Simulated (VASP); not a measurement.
# Sb (Pm-3m) in VASP: further runs

Sb is run at these levels: PBEsol; tasks: single point.

Program: VASP 6.6.1. These are calculated values, not measurements. Logs are shortened: lines on timing, memory, paths and dates and some standing lists are left out, and cuts for length are marked.

### 1 The cell of the first run

It takes space group Pm-3m (No. 221, cubic). The conventional cell has a = 3.237 Å, b = 3.237 Å, c = 3.237 Å, α = 90.00°, β = 90.00°, γ = 90.00°. Within 4.3 Å of Sb (site symmetry m-3m) lie 6 Sb at 3.24 Å.

### 2 Single point, PBEsol

File INCAR:

```
  PREC = Accurate
  ENCUT = 520
  EDIFF = 1E-7
  ISMEAR = -1
  SIGMA = 0.05
  LREAL = F
  LASPH = T
  NELM = 100
  ALGO = Normal
  ISIF = 2
  LWAVE = F
  LCHARG = F
  GGA = PS
  NBANDS = 8
```

File KPOINTS:

```
regular mesh
0
Gamma
  7 7 7
```

File POSCAR:

```
Sb
1.0
    3.2371033909      0.0000000000      0.0000000000
    0.0000000000      3.2371033909      0.0000000000
    0.0000000000      0.0000000000      3.2371033909
Sb
1
Direct
    0.0000000000      0.0000000000      0.0000000000
```

Potentials or basis: VASP PAW PBE potentials, release 64 (Sb).

Command:

```bash
cat potpaw_PBE.64/Sb/POTCAR > POTCAR
mpirun -np 1 vasp_std > vasp.out
```

OUTCAR:

```text
PREC = Accurate
   ENCUT = 520
   EDIFF = 1E-7
   ISMEAR = -1
   LREAL = F
   LASPH = T
   NELM = 100
   ISIF = 2
   GGA = PS

 ion  position               nearest neighbor table
   1  0.000  0.000  0.000-

  LATTYP: Found a simple cubic cell.
 ALAT       =     3.2371033909

  Lattice vectors:

 A1 = (   3.2371033909,   0.0000000000,   0.0000000000)
 A2 = (   0.0000000000,   3.2371033909,   0.0000000000)
 A3 = (   0.0000000000,   0.0000000000,   3.2371033909)

Analysis of symmetry for initial positions (statically):
=====================================================================
 Subroutine PRICEL returns:
 Original cell was already a primitive cell.

 Routine SETGRP: Setting up the symmetry group for a
 simple cubic supercell.

 Subroutine GETGRP returns: Found 48 space group operations
 (whereof 48 operations were pure point group operations)
 out of a pool of 48 trial point group operations.

The static configuration has the point symmetry O_h .

Analysis of symmetry for dynamics (positions and initial velocities):
=====================================================================
 Subroutine PRICEL returns:
 Original cell was already a primitive cell.

 Routine SETGRP: Setting up the symmetry group for a
 simple cubic supercell.

 Subroutine GETGRP returns: Found 48 space group operations
 (whereof 48 operations were pure point group operations)
 out of a pool of 48 trial point group operations.

The dynamic configuration has the point symmetry O_h .

 Subroutine INISYM returns: Found 48 space group operations
 (whereof 48 operations are pure point group operations),
 and found     1 'primitive' translations

----------------------------------------------------------------------------------------

                                     Primitive cell

  volume of cell :      33.9211

  direct lattice vectors                    reciprocal lattice vectors
     3.237103391  0.000000000  0.000000000     0.308918153  0.000000000  0.000000000
     0.000000000  3.237103391  0.000000000     0.000000000  0.308918153  0.000000000
     0.000000000  0.000000000  3.237103391     0.000000000  0.000000000  0.308918153

  length of vectors
     3.237103391  3.237103391  3.237103391     0.308918153  0.308918153  0.308918153

  position of ions in fractional coordinates (direct lattice)
     0.000000000  0.000000000  0.000000000

  ion indices of the primitive-cell ions
   primitive index   ion index
                 1           1

----------------------------------------------------------------------------------------

 KPOINTS: regular mesh

Automatic generation of k-mesh.
 Grid dimensions read from file:
 generate k-points for:    7    7    7

 Generating k-lattice:

  Cartesian coordinates                     Fractional coordinates (reciprocal lattice)
     0.044131165  0.000000000  0.000000000     0.142857143  0.000000000  0.000000000
     0.000000000  0.044131165  0.000000000     0.000000000  0.142857143  0.000000000
     0.000000000  0.000000000  0.044131165     0.000000000  0.000000000  0.142857143

  Length of vectors
     0.044131165  0.044131165  0.044131165

  Shift w.r.t. Gamma in fractional coordinates (k-lattice)
     0.000000000  0.000000000  0.000000000

 Subroutine IBZKPT returns following result:
 ===========================================

 Found     20 irreducible k-points:

 Following reciprocal coordinates:
            Coordinates               Weight
  0.000000  0.000000  0.000000      1.000000
  0.142857  0.000000  0.000000      6.000000
  0.285714  0.000000  0.000000      6.000000
  0.428571  0.000000  0.000000      6.000000
  0.142857  0.142857  0.000000     12.000000
  0.285714  0.142857  0.000000     24.000000
[... 12 lines left out ...]
  0.428571  0.428571  0.285714     24.000000
  0.428571  0.428571  0.428571      8.000000
   k-points           NKPTS =     20   k-points in BZ     NKDIM =     20   number of bands    NBANDS=      8
   number of dos      NEDOS =    301   number of ions     NIONS =      1
   total plane-waves  NPLWV =  13824
   dimension x,y,z NGX =    24 NGY =   24 NGZ =   24
   dimension x,y,z NGXF=    48 NGYF=   48 NGZF=   48
   ions per type =               1
   NGX,Y,Z   is equivalent  to a cutoff of  12.33, 12.33, 12.33 a.u.
   NGXF,Y,Z  is equivalent  to a cutoff of  24.65, 24.65, 24.65 a.u.
 SYSTEM =  unknown system
   PREC   = accura    normal or accurate (medium, high low for compatibility)
   ISTART =      0    job   : 0-new  1-cont  2-samecut
   ICHARG =      2    charge: 1-file 2-atom 10-const
   ISPIN  =      1    spin polarized calculation?
   LNONCOLLINEAR =      F non collinear calculations
   LSORBIT =      F    spin-orbit coupling
   LASPH  =      T    aspherical Exc in radial PAW
   ENCUT  =  520.0 eV  38.22 Ry    6.18 a.u.   6.02  6.02  6.02*2*pi/ulx,y,z
   NELM   =    100;   NELMIN=  2; NELMDL= -5     # of ELM steps
   EDIFF  = 0.1E-06   stopping-criterion for ELM
   LREAL  =      F    real-space projection
   EDIFFG = 0.1E-05   stopping-criterion for IOM
   NSW    =      0    number of steps for IOM
   IBRION =     -1    ionic relax: 0-MD 1-quasi-New 2-CG
   NFREE  =      0    steps in history (QN), initial steepest desc. (CG)
   ISIF   =      2    stress and relaxation
   ISYM   =      2    0-nonsym 1-usesym 2-fastsym
   POTIM  = 0.5000    time-step for ionic-motion
   TEBEG  =    0.0;   TEEND  =   0.0 temperature during run
   PSTRESS=    0.0 pullay stress
   NELECT =       5.0000    total number of electrons
   NUPDOWN=      -1.0000    fix difference up-down
   EMIN   =  10.00;   EMAX   =-10.00  energy-range for DOS
   EFERMI =   0.00;   METHOD = LEGACY
   ISMEAR =    -1;   SIGMA  =   0.05  broadening in eV -4-tet -1-fermi 0-gaus
   EFERMI_NEDOS =   21; number of points for ismear=-14 and -15
   IALGO  =     38    algorithm
   IMIX   =      4    mixing-type and parameters
     AMIX     =   0.40;   BMIX     =  1.00
     AMIX_MAG =   1.60;   BMIX_MAG =  1.00
  volume/ion in A,a.u.               =      33.92       228.91
  Fermi-wavevector in a.u.,A,eV,Ry     =   0.864785  1.634207 10.175164  0.747853
  Thomas-Fermi vector in A             =   1.982933
   LORBIT       =      0    0 simple, 1 ext, 2 COOP (PROOUT), +10 PAW based schemes
   GGA     = PS    functional components
   LHFCALC =     F    Hartree Fock is set to
   AEXX    =    0.0000 exact exchange contribution
   IVDW    =     0    specifies the selected vdW correction
   LEPSILON=     F    determine dielectric tensor
   LRPA    =     F    only Hartree local field effects (RPA)
 non-spin polarized calculation
  energy-cutoff  :      520.00
  volume of cell :       33.92
 maximum number of plane-waves:       928
   NGX = 13   NGY = 13   NGZ = 13

 number of electron       4.9999999 magnetization

 Free energy of the ion-electron system (eV)
  ---------------------------------------------------
  ext. energy  EPLUGINS =         0.00000000
  ---------------------------------------------------
  free energy    TOTEN  =        -4.42877398 eV

  energy without entropy =       -4.42556725  energy(sigma->0) =       -4.42717061

 E-fermi :   5.2980     XC(G=0):  -9.2238

 val. band max:        5.2603130282   @ k =   0.2857   0.2857   0.2857
 cond. band min:       5.4440353145   @ k =   0.4286   0.2857   0.2857
 fundamental gap:      0.1837222863
 Fermi energy:         5.2980477068

 k-point     1 :       0.0000    0.0000    0.0000
  band No.  band energies     occupation
      1      -6.0199      2.00000
      2       8.4004      0.00000
      3       8.4004      0.00000
      4       8.4004      0.00000
      5      12.2941      0.00000
      6      12.2941      0.00000
      7      12.8432      0.00000
      8      22.4460      0.00000

 k-point     2 :       0.1429    0.0000    0.0000
  band No.  band energies     occupation
      1      -5.7654      2.00000
      2       6.0863      0.00000
      3       8.6398      0.00000
      4       8.6398      0.00000
      5      12.5138      0.00000
      6      12.8827      0.00000
      7      15.2128      0.00000
      8      20.5377      0.00000

 k-point     3 :       0.2857    0.0000    0.0000
  band No.  band energies     occupation
      1      -5.0554      2.00000
      2       3.0940      2.00000
      3       9.2654      0.00000
      4       9.2654      0.00000
      5      13.1456      0.00000
      6      13.6445      0.00000
      7      18.2622      0.00000
      8      18.2622      0.00000

 k-point     4 :       0.4286    0.0000    0.0000
  band No.  band energies     occupation
      1      -4.2070      2.00000
      2       1.0296      2.00000
      3       9.9096      0.00000
      4       9.9096      0.00000
      5      13.9833      0.00000
      6      14.9156      0.00000
      7      16.7506      0.00000
      8      16.7517      0.00000

 k-point     5 :       0.1429    0.1429    0.0000
  band No.  band energies     occupation
      1      -5.5107      2.00000
      2       6.2665      0.00000
      3       6.4005      0.00000
      4       8.8793      0.00000
      5      12.9172      0.00000
      6      15.2533      0.00000
      7      15.4153      0.00000
      8      18.2574      0.00000
[... 133 lines left out ...]
 k-point    18 :       0.4286    0.2857    0.2857
  band No.  band energies     occupation
      1      -2.2368      2.00000
      2       2.8277      2.00000
      3       5.4440      0.10237
      4       5.9332      0.00001
      5      10.9665      0.00000
      6      11.8495      0.00000
      7      14.1786      0.00000
      8      17.8840      0.00000

 k-point    19 :       0.4286    0.4286    0.2857
  band No.  band energies     occupation
      1      -1.3358      2.00000
      2       3.4913      2.00000
      3       3.5916      2.00000
      4       6.4261      0.00000
      5       9.5571      0.00000
      6      12.3479      0.00000
      7      12.5210      0.00000
      8      15.8987      0.00000

 k-point    20 :       0.4286    0.4286    0.4286
  band No.  band energies     occupation
      1      -0.3923      2.00000
      2       4.1494      2.00000
      3       4.1494      2.00000
      4       4.3894      2.00000
      5      10.3579      0.00000
      6      10.8222      0.00000
      7      10.8222      0.00000
      8      13.8029      0.00000

------------------------ aborting loop because EDIFF is reached ----------------------------------------

  FORCE on cell =-STRESS in cart. coord.  units (eV):
  Direction    XX          YY          ZZ          XY          YZ          ZX
  --------------------------------------------------------------------------------------
  -------------------------------------------------------------------------------------
  Total       -1.5240244     -1.5240244     -1.5240244     -0.0000000     -0.0000000     -0.0000000
  in kB      -71.9834729    -71.9834729    -71.9834729     -0.0000000     -0.0000000     -0.0000000
  external PRESSURE =     -71.9834729 kB  Pullay stress =       0.0000000 kB

 VOLUME and BASIS-vectors are now :
 -----------------------------------------------------------------------------
  energy-cutoff  :      520.00
  volume of cell :       33.92
      direct lattice vectors                 reciprocal lattice vectors
     3.237103391  0.000000000  0.000000000     0.308918153  0.000000000  0.000000000
     0.000000000  3.237103391  0.000000000     0.000000000  0.308918153  0.000000000
     0.000000000  0.000000000  3.237103391     0.000000000  0.000000000  0.308918153

 POSITION                                       TOTAL-FORCE (eV/Angst)
 -----------------------------------------------------------------------------------
      0.00000      0.00000      0.00000         0.000000      0.000000      0.000000
 -----------------------------------------------------------------------------------
    total drift:                               -0.000000      0.000000      0.000000

  FREE ENERGIE OF THE ION-ELECTRON SYSTEM (eV)
  ---------------------------------------------------
  free  energy   TOTEN  =        -4.4287739774 eV

  energy  without entropy=       -4.4255672514  energy(sigma->0) =       -4.42717061
```

It took 2.3 s on 1 thread of Intel Xeon Platinum 8481C at 2.70GHz (Sapphire Rapids), shared host; peak memory 0.13 GiB.

What came out:

```yaml
Free_energy: -4.4288 eV
Pressure: -7.2 GPa
```

Levels at points of the mesh, in eV from the Fermi level:
```tsv
k point	band 1	band 2	band 3	band 4	band 5
(0.00, 0.00, 0.00)	-11.32	3.10	3.10	3.10	7.00
```

Caveat: the PAW data sets were made with another functional, which shifts forces and pressure a little; spin-orbit coupling is left out, which moves the levels of the heavy elements.

### 3 Single point, PBEsol

This run uses another cell than the first one, of 34.71 Å³/atom, 1.023 times its volume.

File INCAR:

```
  PREC = Accurate
  ENCUT = 520
  EDIFF = 1E-6
  ISMEAR = -1
  SIGMA = 0.05
  LREAL = F
  LASPH = T
  NELM = 60
  ALGO = Normal
  ISIF = 2
  LWAVE = F
  LCHARG = T
  GGA = PS
  LELF = T
  LVHAR = T
  NBANDS = 8
```

File KPOINTS:

```
Automatic mesh
0
Gamma
  7 7 7
```

File POSCAR:

```
Sb
1.0
    3.2620051648      0.0000000000      0.0000000000
    0.0000000000      3.2620051648      0.0000000000
    0.0000000000      0.0000000000      3.2620051648
Sb
1
Direct
    0.0000000000      0.0000000000      0.0000000000
```

Potentials or basis: VASP PAW PBE potentials, release 64 (Sb).

Command:

```bash
cat potpaw_PBE.64/Sb/POTCAR > POTCAR
mpirun -np 1 vasp_std > vasp.out
```

Wall time 2.1 s (1 thread of Intel Xeon Platinum 8481C at 2.70GHz (Sapphire Rapids), shared host); peak memory 0.13 GiB.

Results (log left out):

| Item | Value |
| --- | --- |
| Free energy | -4.3919 eV |
| Pressure | -7.8 GPa |

Levels at points of the mesh, in eV from the Fermi level:
| k point | band 1 | band 2 | band 3 | band 4 | band 5 | band 6 | band 7 |
| --- | --- | --- | --- | --- | --- | --- | --- |
| (0.00, 0.00, 0.00) | -11.16 | 3.05 | 3.05 | 3.05 | 6.98 | 6.98 | 7.42 |

Caveat: the PAW data sets were made with another functional, which shifts forces and pressure a little; spin-orbit coupling is left out, which moves the levels of the heavy elements.
